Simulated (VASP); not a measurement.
# La2O3 (P-3m1) in VASP: further runs

Aim: see how the results for La2O3 move with the level of theory and the settings. Levels: PBE, LDA, PBEsol. Tasks: single point, relaxation of cell and atoms.

Everything below comes from runs of VASP 6.6.1. Logs are shortened: lines on timing, memory, paths and dates and some standing lists are left out, and cuts for length are marked.

## Step 1: The cell of the first run

Symmetry: P-3m1, No. 164, trigonal system. Conventional cell: a = 3.935 Å, b = 3.935 Å, c = 6.126 Å, α = 90.00°, β = 90.00°, γ = 120.00°. Within 3.1 Å of La (site symmetry 3m) lie 7 O at 2.37 to 2.73 Å. O (site symmetry -3m) has 6 La at 2.73 Å and 6 O at 3.14 Å within 3.6 Å. Within 3.2 Å of O (site symmetry 3m) lie 4 La at 2.37 to 2.45 Å and 6 O at 2.89 to 3.14 Å.

## Step 2: Single point, PBE

The input, INCAR:

```
PREC     = Accurate       # precision mode
ENCUT    = 520            # plane-wave cutoff, eV
EDIFF    = 1E-6           # SCF threshold, eV
ISMEAR   = -1             # smearing method
SIGMA    = 0.02           # smearing width, eV
LREAL    = F              # projectors in reciprocal space
LASPH    = T              # aspherical terms in the spheres
NELM     = 60             # most SCF steps
ALGO     = Normal         # electronic algorithm
ISIF     = 2              # what is computed and relaxed
LWAVE    = F              # write WAVECAR
LCHARG   = F              # write CHGCAR
GGA      = PE             # functional
NBANDS   = 28             # bands
```

The input, KPOINTS:

```
regular mesh
0
Gamma
  12 12 4
```

The input, POSCAR:

```
La2O3
1.0
    3.9350929413      0.0000000000      0.0000000000
   -1.9675464707      3.4078904534      0.0000000000
    0.0000000000      0.0000000000      6.1262268541
La O
2 3
Direct
    0.3333333333      0.6666666667      0.2461581727
    0.6666666667      0.3333333333      0.7538418273
    0.0000000000      0.0000000000      0.0000000000
    0.3333333333      0.6666666667      0.6461107659
    0.6666666667      0.3333333333      0.3538892341
```

Potentials or basis: VASP PAW PBE potentials, release 64 (La, O).

Command:

```bash
$ cat potpaw_PBE.64/La/POTCAR potpaw_PBE.64/O/POTCAR > POTCAR
$ mpirun -np 1 vasp_std > vasp.out
```

OUTCAR:

```text
PREC = Accurate
   ENCUT = 520
   EDIFF = 1E-6
   ISMEAR = -1
   LREAL = F
   LASPH = T
   NELM = 60
   ISIF = 2
   GGA = PE

 ion  position               nearest neighbor table
   1  0.333  0.667  0.246-   5 2.37   5 2.37   5 2.37   4 2.45   3 2.73   3 2.73   3 2.73
   2  0.667  0.333  0.754-   4 2.37   4 2.37   4 2.37   5 2.45   3 2.73   3 2.73   3 2.73
   3  0.000  0.000  0.000-   1 2.73   2 2.73   2 2.73   1 2.73   2 2.73   1 2.73
   4  0.333  0.667  0.646-   2 2.37   2 2.37   2 2.37   1 2.45
   5  0.667  0.333  0.354-   1 2.37   1 2.37   1 2.37   2 2.45

  LATTYP: Found a hexagonal cell.
 ALAT       =     3.9350929413
 C/A-ratio  =     1.5568188466

  Lattice vectors:

 A1 = (   3.9350929413,   0.0000000000,   0.0000000000)
 A2 = (  -1.9675464707,   3.4078904534,   0.0000000000)
 A3 = (   0.0000000000,   0.0000000000,   6.1262268541)

Analysis of symmetry for initial positions (statically):
=====================================================================
 Subroutine PRICEL returns:
 Original cell was already a primitive cell.

 Routine SETGRP: Setting up the symmetry group for a
 hexagonal supercell.

 Subroutine GETGRP returns: Found 12 space group operations
 (whereof 12 operations were pure point group operations)
 out of a pool of 24 trial point group operations.

The static configuration has the point symmetry D_3d.

Analysis of symmetry for dynamics (positions and initial velocities):
=====================================================================
 Subroutine PRICEL returns:
 Original cell was already a primitive cell.

 Routine SETGRP: Setting up the symmetry group for a
 hexagonal supercell.

 Subroutine GETGRP returns: Found 12 space group operations
 (whereof 12 operations were pure point group operations)
 out of a pool of 24 trial point group operations.

The dynamic configuration has the point symmetry D_3d.

 Subroutine INISYM returns: Found 12 space group operations
 (whereof 12 operations are pure point group operations),
 and found     1 'primitive' translations

----------------------------------------------------------------------------------------

                                     Primitive cell

  volume of cell :      82.1549

[... 90 lines left out ...]
   LSORBIT =      F    spin-orbit coupling
   LASPH  =      T    aspherical Exc in radial PAW
   ENCUT  =  520.0 eV  38.22 Ry    6.18 a.u.   7.32  7.32 11.39*2*pi/ulx,y,z
   NELM   =     60;   NELMIN=  2; NELMDL= -5     # of ELM steps
   EDIFF  = 0.1E-05   stopping-criterion for ELM
   LREAL  =      F    real-space projection
   EDIFFG = 0.1E-04   stopping-criterion for IOM
   NSW    =      0    number of steps for IOM
   IBRION =     -1    ionic relax: 0-MD 1-quasi-New 2-CG
   NFREE  =      0    steps in history (QN), initial steepest desc. (CG)
   ISIF   =      2    stress and relaxation
   ISYM   =      2    0-nonsym 1-usesym 2-fastsym
   POTIM  = 0.5000    time-step for ionic-motion
   TEBEG  =    0.0;   TEEND  =   0.0 temperature during run
   PSTRESS=    0.0 pullay stress
   NELECT =      40.0000    total number of electrons
   NUPDOWN=      -1.0000    fix difference up-down
   EMIN   =  10.00;   EMAX   =-10.00  energy-range for DOS
   EFERMI =   0.00;   METHOD = LEGACY
   ISMEAR =    -1;   SIGMA  =   0.02  broadening in eV -4-tet -1-fermi 0-gaus
   EFERMI_NEDOS =   21; number of points for ismear=-14 and -15
   IALGO  =     38    algorithm
   IMIX   =      4    mixing-type and parameters
     AMIX     =   0.40;   BMIX     =  1.00
     AMIX_MAG =   1.60;   BMIX_MAG =  1.00
  volume/ion in A,a.u.               =      16.43       110.88
  Fermi-wavevector in a.u.,A,eV,Ry     =   1.287904  2.433786 22.567950  1.658698
  Thomas-Fermi vector in A             =   2.419890
   LORBIT       =      0    0 simple, 1 ext, 2 COOP (PROOUT), +10 PAW based schemes
   GGA     = PE    functional components
   LHFCALC =     F    Hartree Fock is set to
   AEXX    =    0.0000 exact exchange contribution
   IVDW    =     0    specifies the selected vdW correction
   LEPSILON=     F    determine dielectric tensor
   LRPA    =     F    only Hartree local field effects (RPA)
 non-spin polarized calculation
  energy-cutoff  :      520.00
  volume of cell :       82.15
 maximum number of plane-waves:      2249
 NGX is ok and might be reduce to    30
   NGX = 15   NGY = 15   NGZ = 23

 number of electron      39.9999991 magnetization

 Free energy of the ion-electron system (eV)
  ---------------------------------------------------
  ext. energy  EPLUGINS =         0.00000000
  ---------------------------------------------------
  free energy    TOTEN  =       -41.82096007 eV

  energy without entropy =      -41.82096007  energy(sigma->0) =      -41.82096007

 E-fermi :   6.4082     XC(G=0): -10.4502

 val. band max:        5.9328104045   @ k =   0.5000  -0.0000   0.5000
 cond. band min:       9.7893465104   @ k =   0.5000  -0.0000   0.0000
 fundamental gap:      3.8565361059
 Fermi energy:         6.4081739370

 k-point     1 :       0.0000    0.0000    0.0000
  band No.  band energies     occupation
      1     -23.9018      2.00000
      2     -23.6642      2.00000
      3     -10.9836      2.00000
      4      -9.7401      2.00000
      5      -9.3008      2.00000
      6      -7.3680      2.00000
[... 733 lines left out ...]
     27      11.3123      0.00000
     28      11.4384      0.00000

 [... further k-points ...]

------------------------ aborting loop because EDIFF is reached ----------------------------------------

  FORCE on cell =-STRESS in cart. coord.  units (eV):
  Direction    XX          YY          ZZ          XY          YZ          ZX
  --------------------------------------------------------------------------------------
  -------------------------------------------------------------------------------------
  Total        0.4610910      0.4610910      0.6293003     -0.0000000      0.0000000      0.0000000
  in kB        8.9921491      8.9921491     12.2725510     -0.0000000      0.0000000      0.0000000
  external PRESSURE =      10.0856164 kB  Pullay stress =       0.0000000 kB

 VOLUME and BASIS-vectors are now :
 -----------------------------------------------------------------------------
  energy-cutoff  :      520.00
  volume of cell :       82.15
      direct lattice vectors                 reciprocal lattice vectors
     3.935092941  0.000000000  0.000000000     0.254123604  0.146718331  0.000000000
    -1.967546471  3.407890453  0.000000000     0.000000000  0.293436662  0.000000000
     0.000000000  0.000000000  6.126226854     0.000000000  0.000000000  0.163232610

 POSITION                                       TOTAL-FORCE (eV/Angst)
 -----------------------------------------------------------------------------------
     -0.00000      2.27193      1.50802         0.000000     -0.000000      0.036822
      1.96755      1.13596      4.61821        -0.000000      0.000000     -0.036822
      0.00000      0.00000      0.00000         0.000000      0.000000     -0.000000
     -0.00000      2.27193      3.95822         0.000000     -0.000000      0.004338
      1.96755      1.13596      2.16801        -0.000000      0.000000     -0.004338
 -----------------------------------------------------------------------------------
    total drift:                               -0.000000      0.000000      0.000000

  FREE ENERGIE OF THE ION-ELECTRON SYSTEM (eV)
  ---------------------------------------------------
  free  energy   TOTEN  =       -41.8209600745 eV

  energy  without entropy=      -41.8209600745  energy(sigma->0) =      -41.82096007
```

It took 3.1 min on 1 thread of Intel Xeon Platinum 8259CL at 2.50GHz (Skylake/Cascade Lake), shared host; peak memory 0.3 GiB.

Results:

```
Free energy            : -41.8210 eV
Pressure               : 1.0 GPa
Largest force          : 0.037 eV/Å
Band gap on the k mesh : 3.86 eV (least direct gap 3.98 eV)
```

Forces in eV/Å, atoms in the order of the input:
```
La   0.000  0.000  0.037
La   0.000  0.000 -0.037
O    0.000  0.000  0.000
O    0.000  0.000  0.004
O    0.000  0.000 -0.004
```

Levels at points of the mesh, in eV from the valence-band top:
| k point | band 18 | band 19 | band 20 | band 21 | band 22 | band 23 |
| --- | --- | --- | --- | --- | --- | --- |
| (0.00, 0.00, 0.00) | -0.37 | -0.37 | -0.11 | 4.31 | 4.59 | 4.59 |
| (0.50, 0.00, 0.00) | -0.65 | -0.41 | -0.29 | 3.86 | 4.70 | 5.15 |
| (0.00, 0.00, 0.50) | -0.77 | -0.28 | -0.28 | 4.69 | 4.72 | 4.72 |
| (0.50, 0.00, 0.50) | -0.70 | -0.36 | 0.00 | 4.40 | 4.62 | 5.04 |

Caveat: spin-orbit coupling is left out, which moves the levels of the heavy elements. A k mesh can miss the band edges.

## Step 3: Single point, LDA

The input, INCAR:

```
ALGO = Normal
EDIFF = 1E-7
ENCUT = 520
ISIF = 2
ISMEAR = 0
LASPH = True
LCHARG = False
LREAL = False
LWAVE = False
NBANDS = 28
NELM = 60
PREC = Accurate
SIGMA = 0.01
```

The input, KPOINTS:

```
k-points
0
Gamma
  12 12 4
```

POSCAR is that of step 2.

Potentials or basis: VASP PAW LDA potentials, release 64 (La, O).

Command:

```bash
$ cat potpaw_LDA.64/La/POTCAR potpaw_LDA.64/O/POTCAR > POTCAR
$ mpirun -np 1 vasp_std > vasp.out
```

It took 3.2 min on 1 thread of Intel Xeon Platinum 8259CL at 2.50GHz (Skylake/Cascade Lake), shared host; peak memory 0.28 GiB.

Results (log left out):

| Property | Result |
| --- | --- |
| Free energy | -45.8048 eV |
| Pressure | -6.9 GPa |
| Largest force | 0.198 eV/Å |
| Band gap on the k mesh | 3.72 eV (least direct gap 3.82 eV) |

Forces on the atoms (eV/Å):
```
La   0.000  0.000  0.198
La   0.000  0.000 -0.198
O    0.000  0.000  0.000
O    0.000  0.000 -0.021
O    0.000  0.000  0.021
```

Stress tensor (GPa, compression positive):
```
-7.07  0.00  0.00
 0.00 -7.07  0.00
 0.00  0.00 -6.50
```

Levels at points of the mesh, in eV from the valence-band top:
```tsv
k point	band 16	band 17	band 18	band 19	band 20	band 21	band 22	band 23	band 24	band 25
(0.00, 0.00, 0.00)	-2.07	-1.69	-0.39	-0.39	-0.12	4.12	4.49	4.49	5.01	5.22
(0.50, 0.00, 0.00)	-0.76	-0.72	-0.64	-0.42	-0.30	3.73	4.56	5.02	5.07	5.12
(0.00, 0.00, 0.50)	-1.89	-1.01	-0.82	-0.29	-0.29	4.53	4.61	4.61	4.82	5.24
(0.50, 0.00, 0.50)	-0.98	-0.95	-0.72	-0.36	0.00	4.28	4.47	4.91	5.05	5.13
```

Caveat: the cell stands under tension; spin-orbit coupling is left out, which moves the levels of the heavy elements. A k mesh can miss the band edges.

## Step 4: Relaxation of cell and atoms, PBEsol

This run uses another cell than the first one, of 16.64 Å³/atom.

The input, INCAR:

```
SYSTEM = La2O3
PREC = Accurate
ENCUT = 600
EDIFF = 1E-6
ISMEAR = -1
SIGMA = 0.02
LREAL = .False.
LASPH = .True.
NELM = 80
ALGO = Normal
ISIF = 3
LWAVE = .False.
LCHARG = .False.
GGA = PS
IBRION = 2
NSW = 80
EDIFFG = -0.005
```

The input, KPOINTS:

```
Automatic mesh
0
Gamma
  6 6 4
  0 0 0
```

The input, POSCAR:

```
La2O3
1.0
    3.9403183646      0.0000000000      0.0000000000
   -1.9701591823      3.4124158028      0.0000000000
    0.0000000000      0.0000000000      6.1888354092
La O
2 3
Direct
    0.3333333333      0.6666666667      0.2473923168
    0.6666666667      0.3333333333      0.7526076832
    0.0000000000      0.0000000000      0.0000000000
    0.3333333333      0.6666666667      0.6452844901
    0.6666666667      0.3333333333      0.3547155099
```

Potentials or basis: VASP PAW PBE potentials, release 64 (La, O).

Command:

```bash
$ cat potpaw_PBE.64/La/POTCAR potpaw_PBE.64/O/POTCAR > POTCAR
$ mpirun -np 1 vasp_std > vasp.out
```

Run time: 7.7 min. Hardware: 1 thread of Intel Xeon Platinum 8259CL at 2.50GHz (Skylake/Cascade Lake), shared host; peak memory 0.26 GiB.

It converged, with:

| Property | Result |
| --- | --- |
| Free energy | -43.7213 eV |
| Relaxed volume | 15.92 Å³/atom |
| Relaxed cell | a = 3.904 Å, b = 3.904 Å, c = 6.032 Å, α = 90.00°, β = 90.00°, γ = 120.00° |
| Space group after relaxing (to 0.1 Å) | P-3m1 (No. 164) |
| Energy gained by relaxing | 11.4 meV/atom |
| Ionic steps | 15 |
| Pressure after relaxing | 0.0 GPa |
| Band gap on the k mesh | 3.78 eV (least direct gap 3.87 eV) |

The path:
```tsv
step	energy change (eV)	largest force (eV/Å)	pressure (GPa)	volume (Å³)
1	0.0000	0.1224	-5.04	83.22
2	0.0076	0.6277	6.05	77.07
3	-0.0504	0.2214	-0.11	80.16
4	-0.0549	0.0439	-0.05	79.88
5	-0.0554	0.0517	-0.02	79.73
6	-0.0563	0.0479	0.07	79.66
7	-0.0566	0.0431	0.12	79.59
8	-0.0567	0.0244	-0.20	79.74
9	-0.0567	0.0261	-0.17	79.71
10	-0.0569	0.0041	-0.04	79.64
11	-0.0569	0.0069	-0.02	79.62
12	-0.0569	0.0065	-0.02	79.62
13	-0.0569	0.0068	-0.01	79.61
14	-0.0569	0.0060	0.01	79.61
15	-0.0569	0.0014	-0.01	79.62
```

Final structure:
```
La O
1.0
     3.90403    0.00000    0.00000
    -1.95201    3.38099    0.00000
     0.00000    0.00000    6.03226
La O
2 3
Direct
  0.33333 0.66667 0.24526
  0.66667 0.33333 0.75474
  0.00000 0.00000 0.00000
  0.33333 0.66667 0.64614
  0.66667 0.33333 0.35386
```

Levels at points of the mesh, in eV from the valence-band top:
| k point | band 17 | band 18 | band 19 | band 20 | band 21 | band 22 | band 23 | band 24 |
| --- | --- | --- | --- | --- | --- | --- | --- | --- |
| (0.00, 0.00, 0.00) | -1.76 | -0.43 | -0.43 | -0.16 | 4.32 | 4.58 | 4.58 | 5.26 |
| (0.50, 0.00, 0.00) | -0.76 | -0.67 | -0.42 | -0.32 | 3.82 | 4.80 | 5.33 | 5.36 |
| (0.00, 0.00, 0.50) | -1.07 | -0.87 | -0.32 | -0.32 | 4.77 | 4.77 | 4.79 | 5.10 |
| (0.50, 0.00, 0.50) | -0.97 | -0.77 | -0.37 | 0.00 | 4.46 | 4.67 | 5.22 | 5.38 |

Caveat: the PAW data sets were made with another functional, which shifts forces and pressure a little; spin-orbit coupling is left out, which moves the levels of the heavy elements.

## Step 5: The runs side by side

| task | level | potentials or basis | cell | k mesh | cutoff (eV) | smearing | gap on the mesh (eV) | pressure (GPa) | largest force (eV/Å) |
| --- | --- | --- | --- | --- | --- | --- | --- | --- | --- |
| single point | PBE | VASP PAW PBE potentials, release 64 (La, O) | a = 3.935, b = 3.935, c = 6.126 Å, angles 90.0, 90.0, 120.0°, 5 atoms, atomic positions A | 12 × 12 × 4 | 520 | fermi-dirac 0.02 eV | 3.86 | 1.0 | 0.04 |
| single point | LDA | VASP PAW LDA potentials, release 64 (La, O) | a = 3.935, b = 3.935, c = 6.126 Å, angles 90.0, 90.0, 120.0°, 5 atoms, atomic positions A | 12 × 12 × 4 | 520 | gaussian 0.01 eV | 3.72 | -6.9 | 0.20 |
| relaxation of cell and atoms | PBEsol | VASP PAW PBE potentials, release 64 (La, O) | relaxed from a = 3.940, b = 3.940, c = 6.189 Å, angles 90.0, 90.0, 120.0°, 5 atoms, atomic positions B | 6 × 6 × 4 | 600 | fermi-dirac 0.02 eV | 3.78 | 0.0 | - |

Alike in all rows: no spin polarisation.

Caveats: spin-orbit coupling is left out, which moves the levels of the heavy elements; the cell stands under tension (at least some runs); the PAW data sets were made with another functional, which shifts forces and pressure a little (at least some runs).

Total energies depend on the potentials used, so only differences within one code and one set of settings carry meaning.
